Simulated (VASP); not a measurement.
Input of a VASP 6.6.1 run:

Contents of INCAR:

```
SYSTEM = Bi
  ALGO = Normal
  EDIFF = 1E-7
  ENCUT = 520
  GGA = PE
  ISIF = 2
  ISMEAR = 0
  IVDW = 12
  LASPH = .True.
  LCHARG = .False.
  LREAL = .False.
  LWAVE = .False.
  NBANDS = 22
  NELM = 60
  PREC = Accurate
  SIGMA = 0.1
```

KPOINTS

```
k-points
0
Gamma
  6 6 6
  0 0 0
```

Contents of POSCAR:

```
Bi
1.0
    2.2675000000      1.3091417354      3.9380000000
   -2.2675000000      1.3091417354      3.9380000000
    0.0000000000     -2.6182834708      3.9380000000
Bi
2
Direct
    0.2340000000      0.2340000000      0.2340000000
    0.7660000000      0.7660000000      0.7660000000
```

Potentials or basis: VASP PAW PBE potentials, release 64 (Bi_d).

Launch:

```sh
$ cat potpaw_PBE.64/Bi_d/POTCAR > POTCAR
$ mpirun -np 1 vasp_std > vasp.out
```

Question: What does it give for the largest force?

Answer: 0.124 eV/Å.

Question: Estimate the band gap on the k mesh.

Answer: Zero (band 15 reaches 6.27 eV, above the bottom of band 16 at 6.12 eV).

Question: Predict the dispersion energy per atom.

Answer: -0.455 eV.

Question: Estimate the pressure.

Answer: 0.0 GPa.

Stress tensor (GPa, compression positive):
```
-0.07  0.00  0.00
 0.00 -0.07  0.00
 0.00  0.00  0.02
```

Caveat: spin-orbit coupling is left out, which moves the levels of the heavy elements; pairwise dispersion overbinds metals, which lowers pressure and volume.
